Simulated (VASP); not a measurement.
# TiO2 (P4_2/mnm) in VASP: notebook

The runs below take TiO2 through single point, with LDA.

All numbers are computed with VASP 6.6.1; they aren't measurements. Logs are shortened: lines on timing, memory, paths and dates and some standing lists are left out, and cuts for length are marked.

## Step 1: The cell of the first run

It takes space group P4_2/mnm (No. 136, tetragonal). Conventional cell: a = 4.594 Å, b = 4.594 Å, c = 2.900 Å, α = 90.00°, β = 90.00°, γ = 90.00°. Ti (site symmetry mmm) has 6 O at 1.93 to 1.97 Å within 2.6 Å. O (site symmetry m2m) has 3 Ti at 1.93 to 1.97 Å and 1 O at 2.55 Å within 2.6 Å.

## Step 2: Single point, LDA (in-plane strain +0.01)

Input file INCAR:

```
SYSTEM = TiO2
PREC = Accurate
ENCUT = 520
EDIFF = 1E-6
ISMEAR = 0
SIGMA = 0.01
LREAL = .FALSE.
LASPH = .TRUE.
NELM = 80
ALGO = Normal
ISIF = 2
LWAVE = .FALSE.
LCHARG = .TRUE.
LELF = .TRUE.
LVHAR = .TRUE.
NBANDS = 33
```

Input file KPOINTS:

```
Automatic mesh
0
G
  6 6 8
  0 0 0
```

Input file POSCAR:

```
TiO2
1.0
    4.5936429926      0.0000000000      0.0000000000
    0.0000000000      4.5936429926      0.0000000000
    0.0000000000      0.0000000000      2.8996255860
Ti O
2 4
Direct
    0.0000000000      0.0000000000      0.0000000000
    0.5000000000      0.5000000000      0.5000000000
    0.3039661007      0.3039661007      0.0000000000
    0.1960338993      0.8039661007      0.5000000000
    0.6960338993      0.6960338993      0.0000000000
    0.8039661007      0.1960338993      0.5000000000
```

Potentials or basis: VASP PAW LDA potentials, release 64 (Ti_sv, O).

The run is started by

```sh
> cat potpaw_LDA.64/Ti_sv/POTCAR potpaw_LDA.64/O/POTCAR > POTCAR
> mpirun -np 1 vasp_std > vasp.out
```

OUTCAR:

```text
SYSTEM = TiO2
   PREC = Accurate
   ENCUT = 520
   EDIFF = 1E-6
   ISMEAR = 0
   LREAL = .FALSE.
   LASPH = .TRUE.
   NELM = 80
   ISIF = 2

 ion  position               nearest neighbor table
   1  0.000  0.000  0.000-   4 1.93   6 1.93   4 1.93   6 1.93   5 1.97   3 1.97
   2  0.500  0.500  0.500-   3 1.93   5 1.93   3 1.93   5 1.93   4 1.97   6 1.97
   3  0.304  0.304  0.000-   2 1.93   2 1.93   1 1.97
   4  0.196  0.804  0.500-   1 1.93   1 1.93   2 1.97
   5  0.696  0.696  0.000-   2 1.93   2 1.93   1 1.97
   6  0.804  0.196  0.500-   1 1.93   1 1.93   2 1.97

  LATTYP: Found a simple tetragonal cell.
 ALAT       =     4.5936429926
 C/A-ratio  =     0.6312257158

  Lattice vectors:

 A1 = (   4.5936429926,   0.0000000000,   0.0000000000)
 A2 = (   0.0000000000,   4.5936429926,   0.0000000000)
 A3 = (   0.0000000000,   0.0000000000,   2.8996255860)

Analysis of symmetry for initial positions (statically):
=====================================================================
 Subroutine PRICEL returns:
 Original cell was already a primitive cell.

 Routine SETGRP: Setting up the symmetry group for a
 simple tetragonal supercell.

 Subroutine GETGRP returns: Found 16 space group operations
 (whereof  8 operations were pure point group operations)
 out of a pool of 16 trial point group operations.

The static configuration has the point symmetry D_2h.
 The point group associated with its full space group is D_4h.

Analysis of symmetry for dynamics (positions and initial velocities):
=====================================================================
 Subroutine PRICEL returns:
 Original cell was already a primitive cell.

 Routine SETGRP: Setting up the symmetry group for a
 simple tetragonal supercell.

 Subroutine GETGRP returns: Found 16 space group operations
 (whereof  8 operations were pure point group operations)
 out of a pool of 16 trial point group operations.

The dynamic configuration has the point symmetry D_2h.
 The point group associated with its full space group is D_4h.

 Subroutine INISYM returns: Found 16 space group operations
 (whereof  8 operations are pure point group operations),
 and found     1 'primitive' translations

----------------------------------------------------------------------------------------

                                     Primitive cell

  volume of cell :      61.1866

  direct lattice vectors                    reciprocal lattice vectors
     4.593642993  0.000000000  0.000000000     0.217692146  0.000000000  0.000000000
     0.000000000  4.593642993  0.000000000     0.000000000  0.217692146  0.000000000
     0.000000000  0.000000000  2.899625586     0.000000000  0.000000000  0.344872112

  length of vectors
     4.593642993  4.593642993  2.899625586     0.217692146  0.217692146  0.344872112

  position of ions in fractional coordinates (direct lattice)
     0.000000000  0.000000000  0.000000000
     0.500000000  0.500000000  0.500000000
     0.303966101  0.303966101  0.000000000
     0.196033899  0.803966101  0.500000000
     0.696033899  0.696033899  0.000000000
     0.803966101  0.196033899  0.500000000

  ion indices of the primitive-cell ions
   primitive index   ion index
                 1           1
                 2           2
                 3           3
                 4           4
                 5           5
                 6           6

----------------------------------------------------------------------------------------

 KPOINTS: Automatic mesh

Automatic generation of k-mesh.
 Grid dimensions read from file:
 generate k-points for:    6    6    8

 Generating k-lattice:

  Cartesian coordinates                     Fractional coordinates (reciprocal lattice)
     0.036282024  0.000000000  0.000000000     0.166666667  0.000000000  0.000000000
     0.000000000  0.036282024  0.000000000     0.000000000  0.166666667  0.000000000
     0.000000000  0.000000000  0.043109014     0.000000000  0.000000000  0.125000000

  Length of vectors
     0.036282024  0.036282024  0.043109014

  Shift w.r.t. Gamma in fractional coordinates (k-lattice)
     0.000000000  0.000000000  0.000000000

 Subroutine IBZKPT returns following result:
 ===========================================

 Found     50 irreducible k-points:

 Following reciprocal coordinates:
            Coordinates               Weight
  0.000000  0.000000  0.000000      1.000000
  0.166667  0.000000  0.000000      4.000000
  0.333333  0.000000  0.000000      4.000000
  0.500000  0.000000  0.000000      2.000000
  0.166667  0.166667  0.000000      4.000000
  0.333333  0.166667  0.000000      8.000000
[... 16 lines left out ...]
  0.333333  0.000000  0.250000      8.000000
  0.500000  0.000000  0.250000      4.000000
 [... further k-points ...]
   k-points           NKPTS =     50   k-points in BZ     NKDIM =     50   number of bands    NBANDS=     33
   number of dos      NEDOS =    301   number of ions     NIONS =      6
   total plane-waves  NPLWV =  31104
   dimension x,y,z NGX =    36 NGY =   36 NGZ =   24
   dimension x,y,z NGXF=    72 NGYF=   72 NGZF=   48
   ions per type =               2   4
   NGX,Y,Z   is equivalent  to a cutoff of  13.03, 13.03, 13.76 a.u.
   NGXF,Y,Z  is equivalent  to a cutoff of  26.06, 26.06, 27.52 a.u.
 SYSTEM =  TiO2
   PREC   = accura    normal or accurate (medium, high low for compatibility)
   ISTART =      0    job   : 0-new  1-cont  2-samecut
   ICHARG =      2    charge: 1-file 2-atom 10-const
   ISPIN  =      1    spin polarized calculation?
   LNONCOLLINEAR =      F non collinear calculations
   LSORBIT =      F    spin-orbit coupling
   LASPH  =      T    aspherical Exc in radial PAW
   ENCUT  =  520.0 eV  38.22 Ry    6.18 a.u.   8.54  8.54  5.39*2*pi/ulx,y,z
   NELM   =     80;   NELMIN=  2; NELMDL= -5     # of ELM steps
   EDIFF  = 0.1E-05   stopping-criterion for ELM
   LREAL  =      F    real-space projection
   EDIFFG = 0.1E-04   stopping-criterion for IOM
   NSW    =      0    number of steps for IOM
   IBRION =     -1    ionic relax: 0-MD 1-quasi-New 2-CG
   NFREE  =      0    steps in history (QN), initial steepest desc. (CG)
   ISIF   =      2    stress and relaxation
   ISYM   =      2    0-nonsym 1-usesym 2-fastsym
   POTIM  = 0.5000    time-step for ionic-motion
   TEBEG  =    0.0;   TEEND  =   0.0 temperature during run
   PSTRESS=    0.0 pullay stress
   NELECT =      48.0000    total number of electrons
   NUPDOWN=      -1.0000    fix difference up-down
   EMIN   =  10.00;   EMAX   =-10.00  energy-range for DOS
   EFERMI =   0.00;   METHOD = LEGACY
   ISMEAR =     0;   SIGMA  =   0.01  broadening in eV -4-tet -1-fermi 0-gaus
   EFERMI_NEDOS =   21; number of points for ismear=-14 and -15
   IALGO  =     38    algorithm
   IMIX   =      4    mixing-type and parameters
     AMIX     =   0.40;   BMIX     =  1.00
     AMIX_MAG =   1.60;   BMIX_MAG =  1.00
  volume/ion in A,a.u.               =      10.20        68.82
  Fermi-wavevector in a.u.,A,eV,Ry     =   1.509859  2.853220 31.016858  2.279675
  Thomas-Fermi vector in A             =   2.620126
   LORBIT       =      0    0 simple, 1 ext, 2 COOP (PROOUT), +10 PAW based schemes
   GGA     = CA    functional components
   LHFCALC =     F    Hartree Fock is set to
   AEXX    =    0.0000 exact exchange contribution
   IVDW    =     0    specifies the selected vdW correction
   LEPSILON=     F    determine dielectric tensor
   LRPA    =     F    only Hartree local field effects (RPA)
 non-spin polarized calculation
 Gauss-broadening in eV      SIGMA  =   0.01
  energy-cutoff  :      520.00
  volume of cell :       61.19
 maximum number of plane-waves:      1680
 NGX is ok and might be reduce to    36

 number of electron      48.0000023 magnetization

 Free energy of the ion-electron system (eV)
  ---------------------------------------------------
  ext. energy  EPLUGINS =         0.00000000
  ---------------------------------------------------
  free energy    TOTEN  =       -58.76827689 eV

  energy without entropy =      -58.76827689  energy(sigma->0) =      -58.76827689

 E-fermi :   4.9146     XC(G=0): -12.0935

 val. band max:        4.7108366563   @ k =   0.0000   0.0000   0.0000
 cond. band min:       6.5372290894   @ k =   0.0000   0.0000   0.0000
 fundamental gap:      1.8263924331
 Fermi energy:         4.9145969100

 k-point     1 :       0.0000    0.0000    0.0000
  band No.  band energies     occupation
      1     -51.3476      2.00000
      2     -51.3276      2.00000
      3     -28.0799      2.00000
      4     -28.0799      2.00000
      5     -27.8942      2.00000
      6     -27.8942      2.00000
[... 25 lines left out ...]
     32      11.5719      0.00000
     33      11.5991      0.00000

 k-point     2 :       0.1667    0.0000    0.0000
  band No.  band energies     occupation
      1     -51.3462      2.00000
      2     -51.3289      2.00000
      3     -28.0700      2.00000
      4     -28.0690      2.00000
      5     -27.9064      2.00000
      6     -27.9054      2.00000
[... 25 lines left out ...]
     32      11.4767      0.00000
     33      11.4962      0.00000

 k-point     3 :       0.3333    0.0000    0.0000
  band No.  band energies     occupation
      1     -51.3426      2.00000
      2     -51.3326      2.00000
      3     -28.0434      2.00000
      4     -28.0408      2.00000
      5     -27.9372      2.00000
      6     -27.9345      2.00000
[... 25 lines left out ...]
     32      11.2861      0.00000
     33      11.3236      0.00000

 k-point     4 :       0.5000    0.0000    0.0000
  band No.  band energies     occupation
      1     -51.3375      2.00000
      2     -51.3375      2.00000
      3     -28.0195      2.00000
      4     -28.0195      2.00000
      5     -27.9597      2.00000
      6     -27.9597      2.00000
[... 673 lines left out ...]
     32      10.7059      0.00000
     33      11.0559      0.00000

 k-point    23 :       0.3333    0.0000    0.2500
  band No.  band energies     occupation
      1     -51.3138      2.00000
      2     -51.3067      2.00000
      3     -28.1261      2.00000
      4     -28.1129      2.00000
      5     -27.9744      2.00000
      6     -27.9679      2.00000
[... 25 lines left out ...]
     32      10.2474      0.00000
     33      11.1902      0.00000

 k-point    24 :       0.5000    0.0000    0.2500
  band No.  band energies     occupation
      1     -51.3103      2.00000
      2     -51.3103      2.00000
      3     -28.1229      2.00000
      4     -28.1229      2.00000
      5     -27.9514      2.00000
      6     -27.9514      2.00000
[... 25 lines left out ...]
     32      10.0726      0.00000
     33      11.5917      0.00000

 [... further k-points ...]

------------------------ aborting loop because EDIFF is reached ----------------------------------------

  FORCE on cell =-STRESS in cart. coord.  units (eV):
  Direction    XX          YY          ZZ          XY          YZ          ZX
  --------------------------------------------------------------------------------------
  -------------------------------------------------------------------------------------
  Total       -1.1630965     -1.1630965      0.4529035     -0.0000000      0.0000000      0.0000000
  in kB      -30.4557949    -30.4557949     11.8593230     -0.0000000      0.0000000      0.0000000
  external PRESSURE =     -16.3507556 kB  Pullay stress =       0.0000000 kB

 VOLUME and BASIS-vectors are now :
 -----------------------------------------------------------------------------
  energy-cutoff  :      520.00
  volume of cell :       61.19
      direct lattice vectors                 reciprocal lattice vectors
     4.593642993  0.000000000  0.000000000     0.217692146  0.000000000  0.000000000
     0.000000000  4.593642993  0.000000000     0.000000000  0.217692146  0.000000000
     0.000000000  0.000000000  2.899625586     0.000000000  0.000000000  0.344872112

 POSITION                                       TOTAL-FORCE (eV/Angst)
 -----------------------------------------------------------------------------------
      0.00000      0.00000      0.00000         0.000000      0.000000     -0.000000
      2.29682      2.29682      1.44981         0.000000      0.000000     -0.000000
      1.39631      1.39631      0.00000         0.007584      0.007584      0.000000
      0.90051      3.69313      1.44981        -0.007584      0.007584      0.000000
      3.19733      3.19733      0.00000        -0.007584     -0.007584     -0.000000
      3.69313      0.90051      1.44981         0.007584     -0.007584     -0.000000
 -----------------------------------------------------------------------------------
    total drift:                                0.000000      0.000000      0.000000

  FREE ENERGIE OF THE ION-ELECTRON SYSTEM (eV)
  ---------------------------------------------------
  free  energy   TOTEN  =       -58.7682768881 eV

  energy  without entropy=      -58.7682768881  energy(sigma->0) =      -58.76827689
```

It took 66 s on 1 thread of Intel Xeon 6975P-C (Granite Rapids), shared host; peak memory 0.2 GiB.

Results:

```
Free energy            : -58.7683 eV
Pressure               : -1.6 GPa
Largest force          : 0.011 eV/Å
Band gap on the k mesh : 1.83 eV
```

Forces in eV/Å, atoms in the order of the input:
```
Ti   0.000  0.000  0.000
Ti   0.000  0.000  0.000
O    0.008  0.008  0.000
O   -0.008  0.008  0.000
O   -0.008 -0.008  0.000
O    0.008 -0.008  0.000
```

Stress tensor (GPa, compression positive):
```
-3.05  0.00  0.00
 0.00 -3.05  0.00
 0.00  0.00  1.19
```

Caveat: the cell differs from its parent crystal (in-plane strain +0.01).

## Step 3: Single point, LDA (film at in-plane strain +0.01)

INCAR, as its differences from that of step 2:

```diff
@@ -8,3 +8,3 @@
 LASPH = .TRUE.
-NELM = 80
+NELM = 100
 ALGO = Normal
```

Input file KPOINTS:

```
regular mesh
0
G
  6 6 8
  0 0 0
```

Input file POSCAR:

```
TiO2
1.0
    4.5936429926      0.0000000000      0.0000000000
    0.0000000000      4.5936429926      0.0000000000
    0.0000000000      0.0000000000      2.8989706032
Ti O
2 4
Direct
    0.0000000000      0.0000000000      0.0000000000
    0.5000000000      0.5000000000      0.5000000000
    0.3043689819      0.3043689819      0.0000000000
    0.1956310181      0.8043689819      0.5000000000
    0.6956310181      0.6956310181      0.0000000000
    0.8043689819      0.1956310181      0.5000000000
```

Potentials or basis: VASP PAW LDA potentials, release 64 (Ti_sv, O).

The run is started by

```sh
> cat potpaw_LDA.64/Ti_sv/POTCAR potpaw_LDA.64/O/POTCAR > POTCAR
> mpirun -np 1 vasp_std > vasp.out
```

Wall time 66 s (1 thread of Intel Xeon 6975P-C (Granite Rapids), shared host); peak memory 0.2 GiB.

Results (log left out):

* Free energy: -58.7680 eV
* Pressure: -1.4 GPa
* Largest force: 0.047 eV/Å
* Band gap on the k mesh: 1.85 eV

Forces in eV/Å, atoms in the order of the input:
```
Ti   0.000  0.000  0.000
Ti   0.000  0.000  0.000
O   -0.033 -0.033  0.000
O    0.033 -0.033  0.000
O    0.033  0.033  0.000
O   -0.033  0.033  0.000
```

Stress tensor (GPa, compression positive):
```
-2.86  0.00  0.00
 0.00 -2.86  0.00
 0.00  0.00  1.51
```

Levels at points of the mesh, in eV from the valence-band top:
```tsv
k point	band 20	band 21	band 22	band 23	band 24	band 25	band 26	band 27	band 28	band 29
(0.00, 0.00, 0.00)	-1.85	-0.61	-0.45	-0.45	0.00	1.85	2.11	2.50	2.60	2.60
(0.50, 0.00, 0.00)	-3.10	-1.53	-1.53	-0.75	-0.75	2.55	2.55	3.13	3.13	3.72
(0.50, 0.50, 0.00)	-2.31	-1.19	-1.19	-1.08	-1.08	1.88	1.88	2.62	2.62	4.01
(0.00, 0.00, 0.50)	-2.86	-2.42	-2.42	-1.44	-1.44	3.02	3.02	3.41	3.41	3.75
(0.50, 0.00, 0.50)	-2.37	-2.10	-2.10	-1.05	-1.05	1.89	1.89	3.43	3.43	4.02
(0.50, 0.50, 0.50)	-2.84	-1.30	-1.30	-0.67	-0.67	2.63	2.63	3.26	3.26	3.45
```

Caveat: the cell differs from its parent crystal (film at in-plane strain +0.01).

## Step 4: Single point, LDA (in-plane strain +0.02, then relaxed in part)

Input file INCAR:

```
ALGO = Normal
EDIFF = 1E-7
ENCUT = 520
ISIF = 2
ISMEAR = 0
LASPH = True
LCHARG = False
LREAL = False
LWAVE = False
NBANDS = 33
NELM = 60
PREC = Accurate
SIGMA = 0.01
```

Input file KPOINTS:

```
k-points
0
Gamma
  6 6 8
```

Input file POSCAR:

```
TiO2
1.0
    4.6391246064      0.0000000000      0.0000000000
    0.0000000000      4.6391246064      0.0000000000
    0.0000000000      0.0000000000      2.8822020118
Ti O
2 4
Direct
    0.0000000000      0.0000000000      0.0000000000
    0.5000000000      0.5000000000      0.5000000000
    0.3049272614      0.3049272614      0.0000000000
    0.1950727386      0.8049272614      0.5000000000
    0.6950727386      0.6950727386      0.0000000000
    0.8049272614      0.1950727386      0.5000000000
```

The run is started by

```sh
> cat potpaw_LDA.64/Ti_sv/POTCAR potpaw_LDA.64/O/POTCAR > POTCAR
> mpirun -np 1 vasp_std > vasp.out
```

Wall time 64 s (1 thread of Intel Xeon 6975P-C (Granite Rapids), shared host); peak memory 0.2 GiB.

The run converged. Its results:

```yaml
Free_energy: -58.7298 eV
Pressure: -3.8 GPa
Largest_force: 0.054 eV/Å
Band_gap_on_the_k_mesh: 1.87 eV
```

Forces on the atoms (eV/Å):
```
Ti   0.000  0.000  0.000
Ti   0.000  0.000  0.000
O   -0.038 -0.038  0.000
O    0.038 -0.038  0.000
O    0.038  0.038  0.000
O   -0.038  0.038  0.000
```

Stress tensor (GPa, compression positive):
```
-6.45  0.00  0.00
 0.00 -6.45  0.00
 0.00  0.00  1.55
```

Levels at points of the mesh, in eV from the valence-band top:
```tsv
k point	band 21	band 22	band 23	band 24	band 25	band 26	band 27	band 28
(0.00, 0.00, 0.00)	-0.51	-0.40	-0.40	0.00	1.87	2.12	2.61	2.67
(0.50, 0.00, 0.00)	-1.37	-1.37	-0.70	-0.70	2.56	2.56	3.16	3.16
(0.50, 0.50, 0.00)	-1.06	-1.06	-1.03	-1.03	1.89	1.89	2.69	2.69
(0.00, 0.00, 0.50)	-2.26	-2.26	-1.40	-1.40	3.01	3.01	3.54	3.54
(0.50, 0.00, 0.50)	-2.05	-2.05	-0.98	-0.98	1.94	1.94	3.55	3.55
(0.50, 0.50, 0.50)	-1.20	-1.20	-0.65	-0.65	2.64	2.64	3.27	3.27
```

Caveat: the cell differs from its parent crystal (in-plane strain +0.02, then relaxed in part); the stress differs along the axes, from -6 to 2 GPa. A k mesh can miss the band edges.

## Step 5: The runs side by side

| cell | gap on the mesh (eV) | pressure (GPa) | largest force (eV/Å) |
| --- | --- | --- | --- |
| a = 4.594, b = 4.594, c = 2.900 Å, 6 atoms, in-plane strain +0.01 | 1.83 | -1.6 | 0.01 |
| a = 4.594, b = 4.594, c = 2.899 Å, 6 atoms, film at in-plane strain +0.01 | 1.85 | -1.4 | 0.05 |
| a = 4.639, b = 4.639, c = 2.882 Å, 6 atoms, in-plane strain +0.02, then relaxed in part | 1.87 | -3.8 | 0.05 |

Some of these runs hold the atoms at other places in the same cell, which the table doesn't show; runs alike in all that it shows share one row.

Alike in all rows: task single point; level LDA; potentials or basis VASP PAW LDA potentials, release 64 (Ti_sv, O); no spin polarisation; k mesh 6 × 6 × 8; cutoff (eV) 520; smearing gaussian 0.01 eV.

Caveats: the stress differs along the axes, from -6 to 2 GPa (at least some runs).

Total energies depend on the potentials used, so only differences within one code and one set of settings carry meaning.
